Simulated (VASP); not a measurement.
SnSe2, 3 atoms in the cell. Symmetry: P-3m1, No. 164, trigonal system. Conventional cell: a = 3.848 Å, b = 3.848 Å, c = 5.667 Å, α = 90.00°, β = 90.00°, γ = 120.00°. Within 3.5 Å of Sn (site symmetry -3m) lie 6 Se at 2.68 Å. Within 3.5 Å of Se (site symmetry 3m) lie 3 Sn at 2.68 Å and 3 Se at 3.47 Å. 

```yaml
Program: VASP 6.6.1
Task: single point
Functional: PBE
Dispersion: D3(BJ)
Potentials_or_basis: VASP PAW PBE potentials, release 64 (Sn_d, Se)
Cutoff: 500 eV
k_mesh: 12 × 12 × 6
Occupations: gaussian, width 0.03 eV
Spin: no spin polarisation
Dipole_correction: no
Further_INCAR_settings: ALGO = Normal; EDIFF = 1e-06; NBANDS = 20
```

Potentials or basis: VASP PAW PBE potentials, release 64 (Sn_d, Se).

Command:

```bash
$ cat potpaw_PBE.64/Sn_d/POTCAR potpaw_PBE.64/Se/POTCAR > POTCAR
$ mpirun -np 1 vasp_std > vasp.out
```

Hardware: 1 thread of Intel(R) Xeon(R) Platinum 8488C (Sapphire Rapids) (shared host).

Estimate the wall time of this run.

It took 84 s on 1 thread of Intel(R) Xeon(R) Platinum 8488C (Sapphire Rapids), on a shared host, peak memory 0.27 GiB. Counts: scf iterations 12, k points 100.
